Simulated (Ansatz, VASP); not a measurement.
**One calculation of SiC, two programs**

The input INCAR:

```
PREC     = Accurate       # precision mode
ENCUT    = 600            # plane-wave cutoff, eV
EDIFF    = 1E-6           # SCF threshold, eV
ISMEAR   = 0              # smearing method
SIGMA    = 0.1            # smearing width, eV
LREAL    = F              # projectors in reciprocal space
LASPH    = T              # aspherical terms in the spheres
NELM     = 80             # most SCF steps
ALGO     = Normal         # electronic algorithm
ISIF     = 3              # what is computed and relaxed
LWAVE    = F              # write WAVECAR
LCHARG   = F              # write CHGCAR
GGA      = PE             # functional
IBRION   = 2              # ionic algorithm
NSW      = 100            # ionic steps
EDIFFG   = -0.01          # ionic threshold
```

File KPOINTS:

```
regular mesh
0
Gamma
  24 24 24
```

File POSCAR:

```
SiC
1.0
    0.0000000000      2.0262503581      2.0262503581
    2.0262503581      0.0000000000      2.0262503581
    2.0262503581      2.0262503581      0.0000000000
Si C
1 1
Direct
    0.0000000000      0.0000000000      0.0000000000
    0.5000000000      0.5000000000      0.5000000000
```

Input for Ansatz:

```yaml
crystal:
  lattice:
    - [0.0, 2.0262503581, 2.0262503581]
    - [2.0262503581, 0.0, 2.0262503581]
    - [2.0262503581, 2.0262503581, 0.0]
  atoms:
    - { symbol: Si, position: [0.0, 0.0, 0.0] }
    - { symbol: C, position: [0.5, 0.5, 0.5] }
basis:
  ecutwfc: 420
kpoints:
  mp_grid: { grid: [24, 24, 24] }
hamiltonian:
  xc: pbe
scf:
  occupations: { method: gaussian, width: 0.1 }
output:
  forces: true
  stress: true
  eigenvalues: true
relax:
  adjacent_minimum: "off"
  f_tol: 0.01
  max_steps: 80
  cell: { stress_tol: 0.05 }
```

Alike in both runs: task relaxation of cell and atoms; functional PBE; k mesh 24 × 24 × 24; occupations gaussian, width 0.1 eV; no spin polarisation.

```csv
,VASP,Ansatz
version,VASP 6.6.1,Ansatz 0.2.0
potentials or method,"VASP PAW PBE potentials, release 64 (Si, C), cutoff 600 eV","scalar-relativistic, plane waves, PAW"
valence electrons in the cell,8,8
```

|  | VASP | Ansatz | Ansatz less VASP |
| --- | --- | --- | --- |
| gap on the k mesh at the Fermi level, each at its own relaxed structure (eV) | none | none | - |
| relaxed volume (Å³/atom) | 8.35 | 8.35 | -0.001 |
| relaxed cell length with the largest relative difference (Å) | 2.869 | 2.869 | -0.0001 |

A gap of «none» marks a metal or a gap that the smearing closes.
